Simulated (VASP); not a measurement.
# BaTe (Pm-3m) in VASP: single point with PBEsol

Aim: the single point of BaTe with PBEsol.

All numbers are computed with VASP 6.6.1; they aren't measurements. Logs are shortened: lines on timing, memory, paths and dates and some standing lists are left out, and cuts for length are marked.

**1. The cell of the first run**

It takes space group Pm-3m (No. 221, cubic). Conventional cell: a = 4.262 Å, b = 4.262 Å, c = 4.262 Å, α = 90.00°, β = 90.00°, γ = 90.00°. Ba (site symmetry m-3m) has 8 Te at 3.69 Å and 6 Ba at 4.26 Å within 4.8 Å. Within 4.8 Å of Te (site symmetry m-3m) lie 8 Ba at 3.69 Å and 6 Te at 4.26 Å.

**2. Single point, PBEsol**

INCAR reads:

```
SYSTEM = BaTe
PREC = Accurate ; ENCUT = 520
EDIFF = 1E-6 ; ISMEAR = 0
SIGMA = 0.05 ; LREAL = .FALSE.
LASPH = .TRUE. ; NELM = 60
ALGO = Normal ; ISIF = 2
LWAVE = .FALSE. ; LCHARG = .FALSE.
GGA = PS ; NBANDS = 15
```

KPOINTS reads:

```
Automatic mesh
0
G
  6 6 6
  0 0 0
```

POSCAR reads:

```
BaTe
1.0
    4.2624660000      0.0000000000      0.0000000000
    0.0000000000      4.2624660000      0.0000000000
    0.0000000000      0.0000000000      4.2624660000
Ba Te
1 1
Direct
    0.0000000000      0.0000000000      0.0000000000
    0.5000000000      0.5000000000      0.5000000000
```

Potentials or basis: VASP PAW PBE potentials, release 64 (Ba_sv, Te).

Started as:

```console
> cat potpaw_PBE.64/Ba_sv/POTCAR potpaw_PBE.64/Te/POTCAR > POTCAR
> mpirun -np 1 vasp_std > vasp.out
```

OUTCAR:

```text
SYSTEM = BaTe
   PREC = Accurate
   ENCUT = 520
   EDIFF = 1E-6
   ISMEAR = 0
   LREAL = .FALSE.
   LASPH = .TRUE.
   NELM = 60
   ISIF = 2
   GGA = PS

 ion  position               nearest neighbor table
   1  0.000  0.000  0.000-   2 3.69   2 3.69   2 3.69   2 3.69   2 3.69   2 3.69   2 3.69   2 3.69

   2  0.500  0.500  0.500-   1 3.69   1 3.69   1 3.69   1 3.69   1 3.69   1 3.69   1 3.69   1 3.69

  LATTYP: Found a simple cubic cell.
 ALAT       =     4.2624660000

  Lattice vectors:

 A1 = (   4.2624660000,   0.0000000000,   0.0000000000)
 A2 = (   0.0000000000,   4.2624660000,   0.0000000000)
 A3 = (   0.0000000000,   0.0000000000,   4.2624660000)

Analysis of symmetry for initial positions (statically):
=====================================================================
 Subroutine PRICEL returns:
 Original cell was already a primitive cell.

 Routine SETGRP: Setting up the symmetry group for a
 simple cubic supercell.

 Subroutine GETGRP returns: Found 48 space group operations
 (whereof 48 operations were pure point group operations)
 out of a pool of 48 trial point group operations.

The static configuration has the point symmetry O_h .

Analysis of symmetry for dynamics (positions and initial velocities):
=====================================================================
 Subroutine PRICEL returns:
 Original cell was already a primitive cell.

 Routine SETGRP: Setting up the symmetry group for a
 simple cubic supercell.

 Subroutine GETGRP returns: Found 48 space group operations
 (whereof 48 operations were pure point group operations)
 out of a pool of 48 trial point group operations.

The dynamic configuration has the point symmetry O_h .

 Subroutine INISYM returns: Found 48 space group operations
 (whereof 48 operations are pure point group operations),
 and found     1 'primitive' translations

----------------------------------------------------------------------------------------

                                     Primitive cell

  volume of cell :      77.4431

  direct lattice vectors                    reciprocal lattice vectors
     4.262466000  0.000000000  0.000000000     0.234605977  0.000000000  0.000000000
     0.000000000  4.262466000  0.000000000     0.000000000  0.234605977  0.000000000
     0.000000000  0.000000000  4.262466000     0.000000000  0.000000000  0.234605977

  length of vectors
     4.262466000  4.262466000  4.262466000     0.234605977  0.234605977  0.234605977

  position of ions in fractional coordinates (direct lattice)
     0.000000000  0.000000000  0.000000000
     0.500000000  0.500000000  0.500000000

  ion indices of the primitive-cell ions
   primitive index   ion index
                 1           1
                 2           2

----------------------------------------------------------------------------------------

 KPOINTS: Automatic mesh

Automatic generation of k-mesh.
 Grid dimensions read from file:
 generate k-points for:    6    6    6

 Generating k-lattice:

  Cartesian coordinates                     Fractional coordinates (reciprocal lattice)
     0.039100996  0.000000000  0.000000000     0.166666667  0.000000000  0.000000000
     0.000000000  0.039100996  0.000000000     0.000000000  0.166666667  0.000000000
     0.000000000  0.000000000  0.039100996     0.000000000  0.000000000  0.166666667

  Length of vectors
     0.039100996  0.039100996  0.039100996

  Shift w.r.t. Gamma in fractional coordinates (k-lattice)
     0.000000000  0.000000000  0.000000000

 Subroutine IBZKPT returns following result:
 ===========================================

 Found     20 irreducible k-points:

 Following reciprocal coordinates:
            Coordinates               Weight
  0.000000  0.000000  0.000000      1.000000
  0.166667  0.000000  0.000000      6.000000
  0.333333  0.000000  0.000000      6.000000
  0.500000  0.000000  0.000000      3.000000
  0.166667  0.166667  0.000000     12.000000
  0.333333  0.166667  0.000000     24.000000
[... 12 lines left out ...]
  0.500000  0.500000  0.333333      6.000000
  0.500000  0.500000  0.500000      1.000000
   k-points           NKPTS =     20   k-points in BZ     NKDIM =     20   number of bands    NBANDS=     15
   number of dos      NEDOS =    301   number of ions     NIONS =      2
   total plane-waves  NPLWV =  32768
   dimension x,y,z NGX =    32 NGY =   32 NGZ =   32
   dimension x,y,z NGXF=    64 NGYF=   64 NGZF=   64
   ions per type =               1   1
   NGX,Y,Z   is equivalent  to a cutoff of  12.48, 12.48, 12.48 a.u.
   NGXF,Y,Z  is equivalent  to a cutoff of  24.96, 24.96, 24.96 a.u.
 SYSTEM =  BaTe
   PREC   = accura    normal or accurate (medium, high low for compatibility)
   ISTART =      0    job   : 0-new  1-cont  2-samecut
   ICHARG =      2    charge: 1-file 2-atom 10-const
   ISPIN  =      1    spin polarized calculation?
   LNONCOLLINEAR =      F non collinear calculations
   LSORBIT =      F    spin-orbit coupling
   LASPH  =      T    aspherical Exc in radial PAW
   ENCUT  =  520.0 eV  38.22 Ry    6.18 a.u.   7.93  7.93  7.93*2*pi/ulx,y,z
   NELM   =     60;   NELMIN=  2; NELMDL= -5     # of ELM steps
   EDIFF  = 0.1E-05   stopping-criterion for ELM
   LREAL  =      F    real-space projection
   EDIFFG = 0.1E-04   stopping-criterion for IOM
   NSW    =      0    number of steps for IOM
   IBRION =     -1    ionic relax: 0-MD 1-quasi-New 2-CG
   NFREE  =      0    steps in history (QN), initial steepest desc. (CG)
   ISIF   =      2    stress and relaxation
   ISYM   =      2    0-nonsym 1-usesym 2-fastsym
   POTIM  = 0.5000    time-step for ionic-motion
   TEBEG  =    0.0;   TEEND  =   0.0 temperature during run
   PSTRESS=    0.0 pullay stress
   NELECT =      16.0000    total number of electrons
   NUPDOWN=      -1.0000    fix difference up-down
   EMIN   =  10.00;   EMAX   =-10.00  energy-range for DOS
   EFERMI =   0.00;   METHOD = LEGACY
   ISMEAR =     0;   SIGMA  =   0.05  broadening in eV -4-tet -1-fermi 0-gaus
   EFERMI_NEDOS =   21; number of points for ismear=-14 and -15
   IALGO  =     38    algorithm
   IMIX   =      4    mixing-type and parameters
     AMIX     =   0.40;   BMIX     =  1.00
     AMIX_MAG =   1.60;   BMIX_MAG =  1.00
  volume/ion in A,a.u.               =      38.72       261.31
  Fermi-wavevector in a.u.,A,eV,Ry     =   0.967804  1.828884 12.743813  0.936644
  Thomas-Fermi vector in A             =   2.097720
   LORBIT       =      0    0 simple, 1 ext, 2 COOP (PROOUT), +10 PAW based schemes
   GGA     = PS    functional components
   LHFCALC =     F    Hartree Fock is set to
   AEXX    =    0.0000 exact exchange contribution
   IVDW    =     0    specifies the selected vdW correction
   LEPSILON=     F    determine dielectric tensor
   LRPA    =     F    only Hartree local field effects (RPA)
 non-spin polarized calculation
 Gauss-broadening in eV      SIGMA  =   0.05
  energy-cutoff  :      520.00
  volume of cell :       77.44
 maximum number of plane-waves:      2176
 NGX is ok and might be reduce to    32
   NGX = 15   NGY = 15   NGZ = 15

 number of electron      16.0000000 magnetization

 Free energy of the ion-electron system (eV)
  ---------------------------------------------------
  ext. energy  EPLUGINS =         0.00000000
  ---------------------------------------------------
  free energy    TOTEN  =        -8.90860149 eV

  energy without entropy =       -8.90860149  energy(sigma->0) =       -8.90860149

 E-fermi :   3.9034     XC(G=0):  -8.9346

 val. band max:        3.6861881055   @ k =   0.5000   0.5000   0.0000
 cond. band min:       4.3917780296   @ k =   0.0000   0.0000   0.0000
 fundamental gap:      0.7055899241
 Fermi energy:         3.9034203174

 k-point     1 :       0.0000    0.0000    0.0000
  band No.  band energies     occupation
      1     -24.3966      2.00000
      2      -9.4131      2.00000
      3      -9.4131      2.00000
      4      -9.4131      2.00000
      5      -6.7189      2.00000
      6       3.3049      2.00000
      7       3.3049      2.00000
      8       3.3049      2.00000
      9       4.3918      0.00000
     10       4.3918      0.00000
     11       5.8946      0.00000
     12       8.2168      0.00000
     13       8.2168      0.00000
     14       8.2168      0.00000
     15      12.0980      0.00000

 k-point     2 :       0.1667    0.0000    0.0000
  band No.  band energies     occupation
      1     -24.3901      2.00000
      2      -9.5729      2.00000
      3      -9.4004      2.00000
      4      -9.4004      2.00000
      5      -6.5267      2.00000
      6       2.0994      2.00000
      7       3.1772      2.00000
      8       3.1772      2.00000
      9       4.5454      0.00000
     10       5.2401      0.00000
     11       6.9441      0.00000
     12       8.3050      0.00000
     13       8.3231      0.00000
     14       8.3231      0.00000
     15      10.6735      0.00000

 k-point     3 :       0.3333    0.0000    0.0000
  band No.  band energies     occupation
      1     -24.3768      2.00000
      2      -9.8519      2.00000
      3      -9.3748      2.00000
      4      -9.3748      2.00000
      5      -6.1541      2.00000
      6       0.7787      2.00000
      7       2.9282      2.00000
      8       2.9282      2.00000
      9       4.9287      0.00000
     10       6.8493      0.00000
     11       8.3696      0.00000
     12       8.5015      0.00000
     13       8.7375      0.00000
     14       8.7375      0.00000
     15       9.1247      0.00000
[... 271 lines left out ...]
 k-point    19 :       0.5000    0.5000    0.3333
  band No.  band energies     occupation
      1     -24.3273      2.00000
      2      -9.7090      2.00000
      3      -9.7090      2.00000
      4      -9.6008      2.00000
      5      -5.8886      2.00000
      6       0.9551      2.00000
      7       0.9551      2.00000
      8       1.2626      2.00000
      9       6.7926      0.00000
     10       7.7155      0.00000
     11       7.7155      0.00000
     12       9.2712      0.00000
     13      10.0018      0.00000
     14      10.5536      0.00000
     15      10.6496      0.00000

 k-point    20 :       0.5000    0.5000    0.5000
  band No.  band energies     occupation
      1     -24.3214      2.00000
      2      -9.6881      2.00000
      3      -9.6881      2.00000
      4      -9.6881      2.00000
      5      -5.7852      2.00000
      6       0.7638      2.00000
      7       0.7638      2.00000
      8       0.7638      2.00000
      9       8.3311      0.00000
     10       8.3311      0.00000
     11       8.3311      0.00000
     12       9.9453      0.00000
     13       9.9453      0.00000
     14       9.9454      0.00000
     15      10.0437      0.00000

------------------------ aborting loop because EDIFF is reached ----------------------------------------

  FORCE on cell =-STRESS in cart. coord.  units (eV):
  Direction    XX          YY          ZZ          XY          YZ          ZX
  --------------------------------------------------------------------------------------
  -------------------------------------------------------------------------------------
  Total       -0.8363750     -0.8363750     -0.8363750      0.0000000      0.0000000     -0.0000000
  in kB      -17.3032965    -17.3032965    -17.3032965      0.0000000      0.0000000     -0.0000000
  external PRESSURE =     -17.3032965 kB  Pullay stress =       0.0000000 kB

 VOLUME and BASIS-vectors are now :
 -----------------------------------------------------------------------------
  energy-cutoff  :      520.00
  volume of cell :       77.44
      direct lattice vectors                 reciprocal lattice vectors
     4.262466000  0.000000000  0.000000000     0.234605977  0.000000000  0.000000000
     0.000000000  4.262466000  0.000000000     0.000000000  0.234605977  0.000000000
     0.000000000  0.000000000  4.262466000     0.000000000  0.000000000  0.234605977

 POSITION                                       TOTAL-FORCE (eV/Angst)
 -----------------------------------------------------------------------------------
      0.00000      0.00000      0.00000         0.000000      0.000000      0.000000
      2.13123      2.13123      2.13123         0.000000      0.000000      0.000000
 -----------------------------------------------------------------------------------
    total drift:                                0.000000      0.000000     -0.000000

  FREE ENERGIE OF THE ION-ELECTRON SYSTEM (eV)
  ---------------------------------------------------
  free  energy   TOTEN  =        -8.9086014928 eV

  energy  without entropy=       -8.9086014928  energy(sigma->0) =       -8.90860149
```

Wall time 18 s (1 thread of Intel Xeon Platinum 8375C at 2.90GHz (Ice Lake), shared host); peak memory 0.18 GiB.

Results:

| Item | Value |
| --- | --- |
| Free energy | -8.9086 eV |
| Pressure | -1.7 GPa |
| Band gap on the k mesh | 0.71 eV (least direct gap 0.89 eV) |

Levels at points of the mesh, in eV from the valence-band top:
```csv
k point,band 5,band 6,band 7,band 8,band 9,band 10,band 11,band 12
"(0.00, 0.00, 0.00)",-10.41,-0.38,-0.38,-0.38,0.71,0.71,2.21,4.53
"(0.50, 0.00, 0.00)",-9.65,-3.43,-0.88,-0.88,1.50,4.78,4.83,4.89
"(0.50, 0.50, 0.00)",-9.85,-2.06,-2.06,0.00,0.89,2.45,2.88,2.88
"(0.50, 0.50, 0.50)",-9.47,-2.92,-2.92,-2.92,4.64,4.64,4.64,6.26
```

Caveat: the PAW data sets were made with another functional, which shifts forces and pressure a little; spin-orbit coupling is left out, which moves the levels of the heavy elements. A k mesh can miss the band edges.
